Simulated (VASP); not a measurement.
# Ho3N (I4/mmm) in VASP: notebook

Ho3N is run at these levels: PBE; tasks: single point.

Program: VASP 6.6.1. These are calculated values, not measurements. Logs are shortened: lines on timing, memory, paths and dates and some standing lists are left out, and cuts for length are marked.

## (1) The cell of the first run

Symmetry: I4/mmm, No. 139, tetragonal system. Conventional cell: a = 3.504 Å, b = 3.504 Å, c = 14.043 Å, α = 90.00°, β = 90.00°, γ = 90.00°. Ho (site symmetry 4mm) has 1 N at 2.31 Å within 3.1 Å. Ho (site symmetry 4/mmm) has 4 N at 2.48 Å and 12 Ho at 3.39 to 3.50 Å within 3.6 Å. N (site symmetry 4/mmm) has 6 Ho at 2.31 to 2.48 Å within 3.1 Å.

## (2) Single point, PBE (21.55 Å³/atom)

Input file INCAR:

```
SYSTEM = Ho3N
PREC = Accurate
ENCUT = 600
EDIFF = 1E-6
ISMEAR = 0
SIGMA = 0.1
LREAL = .False.
LASPH = .True.
NELM = 200
ALGO = Normal
ISIF = 2
LWAVE = .False.
LCHARG = .False.
GGA = PE
NBANDS = 24
GGA_COMPAT = .False.
LMAXMIX = 6
```

Input file KPOINTS:

```
Automatic mesh
0
Gamma
  14 14 14
  0 0 0
```

Input file POSCAR:

```
Ho3N
1.0
   -1.7517824086      1.7517824086      7.0213918805
    1.7517824086     -1.7517824086      7.0213918805
    1.7517824086      1.7517824086     -7.0213918805
Ho N
3 1
Direct
    0.6647969774      0.6647969774      0.0000000000
    0.3352030226      0.3352030226      0.0000000000
    0.0000000000      0.0000000000      0.0000000000
    0.5000000000      0.5000000000      0.0000000000
```

Potentials or basis: VASP PAW PBE potentials, release 64 (Ho_3, N), 4f in core.

Run with:

```bash
> cat potpaw_PBE.64/Ho_3/POTCAR potpaw_PBE.64/N/POTCAR > POTCAR
> mpirun -np 1 vasp_std > vasp.out
```

OUTCAR:

```text
SYSTEM = Ho3N
   PREC = Accurate
   ENCUT = 600
   EDIFF = 1E-6
   ISMEAR = 0
   LREAL = .False.
   LASPH = .True.
   NELM = 200
   ISIF = 2
   GGA = PE

 ion  position               nearest neighbor table
   1  0.665  0.665  0.000-   4 2.31   3 3.39   3 3.39   3 3.39   3 3.39   2 3.44   2 3.44   2 3.44
                             2 3.44
   2  0.335  0.335  0.000-   4 2.31   3 3.39   3 3.39   3 3.39   3 3.39   1 3.44   1 3.44   1 3.44
                             1 3.44
   3  0.000  0.000  0.000-   4 2.48   4 2.48   4 2.48   4 2.48   1 3.39   2 3.39   2 3.39   1 3.39
                             2 3.39   1 3.39   2 3.39   1 3.39
   4  0.500  0.500  0.000-   1 2.31   2 2.31   3 2.48   3 2.48   3 2.48   3 2.48

  LATTYP: Found a body centered tetragonal cell.
 ALAT       =     3.5035648172
 C/A-ratio  =     4.0081415626

  Lattice vectors:

 A1 = (  -1.7517824086,   1.7517824086,   7.0213918805)
 A2 = (   1.7517824086,  -1.7517824086,   7.0213918805)
 A3 = (   1.7517824086,   1.7517824086,  -7.0213918805)

Analysis of symmetry for initial positions (statically):
=====================================================================
 Subroutine PRICEL returns:
 Original cell was already a primitive cell.

 Routine SETGRP: Setting up the symmetry group for a
 body centered tetragonal supercell.

 Subroutine GETGRP returns: Found 16 space group operations
 (whereof 16 operations were pure point group operations)
 out of a pool of 16 trial point group operations.

The static configuration has the point symmetry D_4h.

Analysis of symmetry for dynamics (positions and initial velocities):
=====================================================================
 Subroutine PRICEL returns:
 Original cell was already a primitive cell.

 Routine SETGRP: Setting up the symmetry group for a
 body centered tetragonal supercell.

 Subroutine GETGRP returns: Found 16 space group operations
 (whereof 16 operations were pure point group operations)
 out of a pool of 16 trial point group operations.

The dynamic configuration has the point symmetry D_4h.

 Subroutine INISYM returns: Found 16 space group operations
 (whereof 16 operations are pure point group operations),
 and found     1 'primitive' translations

----------------------------------------------------------------------------------------

                                     Primitive cell

  volume of cell :      86.1873

  direct lattice vectors                    reciprocal lattice vectors
    -1.751782409  1.751782409  7.021391881     0.000000000  0.285423576  0.071210952
     1.751782409 -1.751782409  7.021391881     0.285423576  0.000000000  0.071210952
     1.751782409  1.751782409 -7.021391881     0.285423576  0.285423576  0.000000000

  length of vectors
     7.445631414  7.445631414  7.445631414     0.294172768  0.294172768  0.403649893

  position of ions in fractional coordinates (direct lattice)
     0.664796977  0.664796977  0.000000000
     0.335203023  0.335203023  0.000000000
     0.000000000  0.000000000  0.000000000
     0.500000000  0.500000000  0.000000000

  ion indices of the primitive-cell ions
   primitive index   ion index
                 1           1
                 2           2
                 3           3
                 4           4

----------------------------------------------------------------------------------------

 KPOINTS: Automatic mesh

Automatic generation of k-mesh.
 Grid dimensions read from file:
 generate k-points for:   14   14   14

 Generating k-lattice:

  Cartesian coordinates                     Fractional coordinates (reciprocal lattice)
     0.000000000  0.020387398  0.005086497     0.071428571  0.000000000  0.000000000
     0.020387398  0.000000000  0.005086497     0.000000000  0.071428571  0.000000000
     0.020387398  0.020387398  0.000000000     0.000000000  0.000000000  0.071428571

  Length of vectors
     0.021012341  0.021012341  0.028832135

  Shift w.r.t. Gamma in fractional coordinates (k-lattice)
     0.000000000  0.000000000  0.000000000

 Subroutine IBZKPT returns following result:
 ===========================================

 Found    244 irreducible k-points:

 Following reciprocal coordinates:
            Coordinates               Weight
  0.000000  0.000000  0.000000      1.000000
  0.071429  0.000000 -0.000000      8.000000
  0.142857 -0.000000  0.000000      8.000000
  0.214286  0.000000  0.000000      8.000000
  0.285714  0.000000  0.000000      8.000000
  0.357143 -0.000000  0.000000      8.000000
[... 16 lines left out ...]
  0.214286  0.142857  0.000000     16.000000
  0.285714  0.142857  0.000000     16.000000
 [... further k-points ...]
   k-points           NKPTS =    244   k-points in BZ     NKDIM =    244   number of bands    NBANDS=     24
   number of dos      NEDOS =    301   number of ions     NIONS =      4
   total plane-waves  NPLWV = 216000
   dimension x,y,z NGX =    60 NGY =   60 NGZ =   60
   dimension x,y,z NGXF=   120 NGYF=  120 NGZF=  120
   ions per type =               3   1
   NGX,Y,Z   is equivalent  to a cutoff of  13.40, 13.40, 13.40 a.u.
   NGXF,Y,Z  is equivalent  to a cutoff of  26.79, 26.79, 26.79 a.u.
 SYSTEM =  Ho3N
   PREC   = accura    normal or accurate (medium, high low for compatibility)
   ISTART =      0    job   : 0-new  1-cont  2-samecut
   ICHARG =      2    charge: 1-file 2-atom 10-const
   ISPIN  =      1    spin polarized calculation?
   LNONCOLLINEAR =      F non collinear calculations
   LSORBIT =      F    spin-orbit coupling
   LASPH  =      T    aspherical Exc in radial PAW
   ENCUT  =  600.0 eV  44.10 Ry    6.64 a.u.  14.87 14.87 14.87*2*pi/ulx,y,z
   NELM   =    200;   NELMIN=  2; NELMDL= -5     # of ELM steps
   EDIFF  = 0.1E-05   stopping-criterion for ELM
   LREAL  =      F    real-space projection
   EDIFFG = 0.1E-04   stopping-criterion for IOM
   NSW    =      0    number of steps for IOM
   IBRION =     -1    ionic relax: 0-MD 1-quasi-New 2-CG
   NFREE  =      0    steps in history (QN), initial steepest desc. (CG)
   ISIF   =      2    stress and relaxation
   ISYM   =      2    0-nonsym 1-usesym 2-fastsym
   POTIM  = 0.5000    time-step for ionic-motion
   TEBEG  =    0.0;   TEEND  =   0.0 temperature during run
   PSTRESS=    0.0 pullay stress
   NELECT =      32.0000    total number of electrons
   NUPDOWN=      -1.0000    fix difference up-down
   EMIN   =  10.00;   EMAX   =-10.00  energy-range for DOS
   EFERMI =   0.00;   METHOD = LEGACY
   ISMEAR =     0;   SIGMA  =   0.10  broadening in eV -4-tet -1-fermi 0-gaus
   EFERMI_NEDOS =   21; number of points for ismear=-14 and -15
   IALGO  =     38    algorithm
   IMIX   =      4    mixing-type and parameters
     AMIX     =   0.40;   BMIX     =  1.00
     AMIX_MAG =   1.60;   BMIX_MAG =  1.00
  volume/ion in A,a.u.               =      21.55       145.41
  Fermi-wavevector in a.u.,A,eV,Ry     =   1.176640  2.223527 18.837020  1.384482
  Thomas-Fermi vector in A             =   2.313000
   LORBIT       =      0    0 simple, 1 ext, 2 COOP (PROOUT), +10 PAW based schemes
   GGA     = PE    functional components
   LHFCALC =     F    Hartree Fock is set to
   AEXX    =    0.0000 exact exchange contribution
   IVDW    =     0    specifies the selected vdW correction
   LEPSILON=     F    determine dielectric tensor
   LRPA    =     F    only Hartree local field effects (RPA)
 non-spin polarized calculation
 Gauss-broadening in eV      SIGMA  =   0.10
  energy-cutoff  :      600.00
  volume of cell :       86.19
 maximum number of plane-waves:      2908
   NGX = 29   NGY = 29   NGZ = 29

 number of electron      32.0000001 magnetization

 Free energy of the ion-electron system (eV)
  ---------------------------------------------------
  ext. energy  EPLUGINS =         0.00000000
  ---------------------------------------------------
  free energy    TOTEN  =       -24.89379584 eV

  energy without entropy =      -24.87731449  energy(sigma->0) =      -24.88555517

 E-fermi :   4.0123     XC(G=0): -10.6510

 val. band max:        4.0115778347   @ k =  -0.4286  -0.4286   0.1429
 cond. band min:       4.0167606931   @ k =  -0.4286   0.4286   0.2143
 fundamental gap:      0.0051828584
 Fermi energy:         4.0123036953

 k-point     1 :       0.0000    0.0000    0.0000
  band No.  band energies     occupation
      1     -19.9269      2.00000
      2     -19.8875      2.00000
      3     -19.5332      2.00000
      4     -19.5332      2.00000
      5     -19.5129      2.00000
      6     -19.5129      2.00000
[... 16 lines left out ...]
     23       8.1254      0.00000
     24       8.5561      0.00000

 k-point     2 :       0.0714    0.0000   -0.0000
  band No.  band energies     occupation
      1     -19.9408      2.00000
      2     -19.8948      2.00000
      3     -19.5374      2.00000
      4     -19.5330      2.00000
      5     -19.5087      2.00000
      6     -19.5039      2.00000
[... 16 lines left out ...]
     23       8.1849      0.00000
     24       8.2432      0.00000

 k-point     3 :       0.1429   -0.0000    0.0000
  band No.  band energies     occupation
      1     -19.9737      2.00000
      2     -19.9244      2.00000
      3     -19.5544      2.00000
      4     -19.5272      2.00000
      5     -19.4872      2.00000
      6     -19.4835      2.00000
[... 16 lines left out ...]
     23       7.8830      0.00000
     24       8.1828      0.00000

 k-point     4 :       0.2143    0.0000    0.0000
  band No.  band energies     occupation
      1     -20.0243      2.00000
      2     -19.9681      2.00000
      3     -19.5748      2.00000
      4     -19.5125      2.00000
      5     -19.4984      2.00000
      6     -19.4583      2.00000
[... 16 lines left out ...]
     23       7.5882      0.00000
     24       8.0713      0.00000

 k-point     5 :       0.2857    0.0000    0.0000
  band No.  band energies     occupation
      1     -20.0938      2.00000
      2     -20.0031      2.00000
      3     -19.6331      2.00000
      4     -19.5809      2.00000
      5     -19.4897      2.00000
      6     -19.4329      2.00000
[... 16 lines left out ...]
     23       7.4125      0.00000
     24       8.1645      0.00000

 k-point     6 :       0.3571   -0.0000    0.0000
  band No.  band energies     occupation
      1     -20.1626      2.00000
      2     -20.0224      2.00000
      3     -19.7611      2.00000
      4     -19.5746      2.00000
      5     -19.4609      2.00000
      6     -19.4135      2.00000
[... 16 lines left out ...]
     23       7.7180      0.00000
     24       8.3842      0.00000
[... 379 lines left out ...]
 k-point    21 :      -0.0714    0.0714    0.0000
  band No.  band energies     occupation
      1     -19.9344      2.00000
      2     -19.9182      2.00000
      3     -19.5540      2.00000
      4     -19.5321      2.00000
      5     -19.4996      2.00000
      6     -19.4974      2.00000
[... 16 lines left out ...]
     23       7.9483      0.00000
     24       8.1961      0.00000

 k-point    22 :       0.1429    0.1429    0.0000
  band No.  band energies     occupation
      1     -19.9793      2.00000
      2     -19.9164      2.00000
      3     -19.6462      2.00000
      4     -19.5424      2.00000
      5     -19.5120      2.00000
      6     -19.4703      2.00000
[... 16 lines left out ...]
     23       7.6123      0.00000
     24       8.4239      0.00000

 k-point    23 :       0.2143    0.1429    0.0000
  band No.  band energies     occupation
      1     -19.9874      2.00000
      2     -19.9400      2.00000
      3     -19.6853      2.00000
      4     -19.5762      2.00000
      5     -19.5474      2.00000
      6     -19.5054      2.00000
[... 16 lines left out ...]
     23       7.4907      0.00000
     24       8.3516      0.00000

 k-point    24 :       0.2857    0.1429    0.0000
  band No.  band energies     occupation
      1     -20.0376      2.00000
      2     -19.9542      2.00000
      3     -19.7104      2.00000
      4     -19.6854      2.00000
      5     -19.5286      2.00000
      6     -19.4947      2.00000
[... 16 lines left out ...]
     23       7.9003      0.00000
     24       8.4537      0.00000

 [... further k-points ...]

------------------------ aborting loop because EDIFF is reached ----------------------------------------

  FORCE on cell =-STRESS in cart. coord.  units (eV):
  Direction    XX          YY          ZZ          XY          YZ          ZX
  --------------------------------------------------------------------------------------
  -------------------------------------------------------------------------------------
  Total        1.5466583      1.5466583      1.7272456      0.0000000      0.0000000     -0.0000000
  in kB       28.7515613     28.7515613     32.1085839      0.0000000      0.0000000     -0.0000000
  external PRESSURE =      29.8705688 kB  Pullay stress =       0.0000000 kB

 VOLUME and BASIS-vectors are now :
 -----------------------------------------------------------------------------
  energy-cutoff  :      600.00
  volume of cell :       86.19
      direct lattice vectors                 reciprocal lattice vectors
    -1.751782409  1.751782409  7.021391881     0.000000000  0.285423576  0.071210952
     1.751782409 -1.751782409  7.021391881     0.285423576  0.000000000  0.071210952
     1.751782409  1.751782409 -7.021391881     0.285423576  0.285423576  0.000000000

 POSITION                                       TOTAL-FORCE (eV/Angst)
 -----------------------------------------------------------------------------------
      0.00000      0.00000      9.33560        -0.000000     -0.000000      0.050684
      0.00000      0.00000      4.70718        -0.000000     -0.000000     -0.050684
      0.00000      0.00000      0.00000         0.000000      0.000000     -0.000000
      0.00000      0.00000      7.02139         0.000000      0.000000     -0.000000
 -----------------------------------------------------------------------------------
    total drift:                                0.000000     -0.000000      0.000000

  FREE ENERGIE OF THE ION-ELECTRON SYSTEM (eV)
  ---------------------------------------------------
  free  energy   TOTEN  =       -24.8937958448 eV

  energy  without entropy=      -24.8773144927  energy(sigma->0) =      -24.88555517
```

It took 16 min on 1 thread of Intel Xeon 6975P-C (Granite Rapids), shared host; peak memory 0.87 GiB.

What came out:

```
Free energy            : -24.8938 eV
Pressure               : 3.0 GPa
Largest force          : 0.051 eV/Å
Band gap on the k mesh : zero (bands 16 and 17 overlap by 1.18 eV)
```

Forces on the atoms (eV/Å):
```
Ho   0.000  0.000  0.051
Ho   0.000  0.000 -0.051
Ho   0.000  0.000  0.000
N    0.000  0.000  0.000
```

Stress tensor (GPa, compression positive):
```
2.88 0.00 0.00
0.00 2.88 0.00
0.00 0.00 3.21
```

Levels at points of the mesh, in eV from the Fermi level:
| k point | band 12 | band 13 | band 14 | band 15 | band 16 | band 17 | band 18 | band 19 | band 20 | band 21 |
| --- | --- | --- | --- | --- | --- | --- | --- | --- | --- | --- |
| (0.00, 0.00, 0.00) | -3.35 | -2.19 | -1.94 | -1.94 | -0.77 | -0.56 | 1.55 | 1.85 | 1.85 | 2.39 |
| (0.50, 0.00, 0.00) | -4.06 | -3.65 | -1.51 | -1.05 | -0.11 | 0.86 | 1.11 | 1.27 | 1.80 | 2.39 |
| (0.50, 0.50, 0.00) | -3.01 | -2.88 | -1.89 | -1.11 | -0.86 | -0.49 | 0.51 | 1.30 | 3.85 | 3.93 |
| (0.50, 0.50, 0.50) | -3.13 | -2.28 | -1.99 | -1.99 | -1.30 | 1.02 | 1.05 | 2.43 | 2.43 | 3.01 |

Caveat: spin-orbit coupling is left out, which moves the levels of the heavy elements; the 4f electrons are frozen in the core, so they carry no moment and show no levels; the run has no spin polarisation, though such a crystal can be magnetic.

## (3) Single point, PBE

This run uses another cell than the first one, of 22.21 Å³/atom.

Input file INCAR:

```
  ALGO = Normal
  EDIFF = 1E-6
  ENCUT = 600
  GGA = PE
  GGA_COMPAT = False
  ISIF = 2
  ISMEAR = 0
  LASPH = True
  LCHARG = True
  LELF = True
  LMAXMIX = 6
  LREAL = False
  LVHAR = True
  LWAVE = False
  NBANDS = 24
  NELM = 200
  PREC = Accurate
  SIGMA = 0.1
```

Input file KPOINTS:

```
k-points
0
Gamma
  14 14 14
```

Input file POSCAR:

```
Ho3N
1.0
   -1.7716443296      1.7716443296      7.0771552545
    1.7716443296     -1.7716443296      7.0771552545
    1.7716443296      1.7716443296     -7.0771552545
Ho N
3 1
Direct
    0.6635479596      0.6635479596      0.0000000000
    0.3364520404      0.3364520404      0.0000000000
    0.0000000000      0.0000000000      0.0000000000
    0.5000000000      0.5000000000      0.0000000000
```

Potentials or basis: VASP PAW PBE potentials, release 64 (Ho_3, N), 4f in core.

Run with:

```bash
> cat potpaw_PBE.64/Ho_3/POTCAR potpaw_PBE.64/N/POTCAR > POTCAR
> mpirun -np 1 vasp_std > vasp.out
```

Wall time 15 min (1 thread of Intel Xeon 6975P-C (Granite Rapids), shared host); peak memory 0.89 GiB.

Results (log left out):

```yaml
Free_energy: -24.9223 eV
Pressure: 0.7 GPa
Largest_force: 0.057 eV/Å
Band_gap_on_the_k_mesh: zero (bands 16 and 17 overlap by 1.10 eV)
```

Forces in eV/Å, atoms in the order of the input:
```
Ho   0.000  0.000  0.057
Ho   0.000  0.000 -0.057
Ho   0.000  0.000  0.000
N    0.000  0.000  0.000
```

Stress tensor (GPa, compression positive):
```
0.56 0.00 0.00
0.00 0.56 0.00
0.00 0.00 0.96
```

Levels at points of the mesh, in eV from the Fermi level:
```
           k point  band 14  band 15  band 16  band 17  band 18  band 19
(0.00, 0.00, 0.00)    -1.97    -1.97    -0.76    -0.48     1.36     1.82
(0.50, 0.00, 0.00)    -1.50    -1.05    -0.14     0.80     1.07     1.20
(0.50, 0.50, 0.00)    -1.83    -1.04    -0.82    -0.48     0.51     1.20
(0.50, 0.50, 0.50)    -2.01    -2.01    -1.25     0.99     1.11     2.34
```

Caveat: spin-orbit coupling is left out, which moves the levels of the heavy elements; the 4f electrons are frozen in the core, so they carry no moment and show no levels; the run has no spin polarisation, though such a crystal can be magnetic.
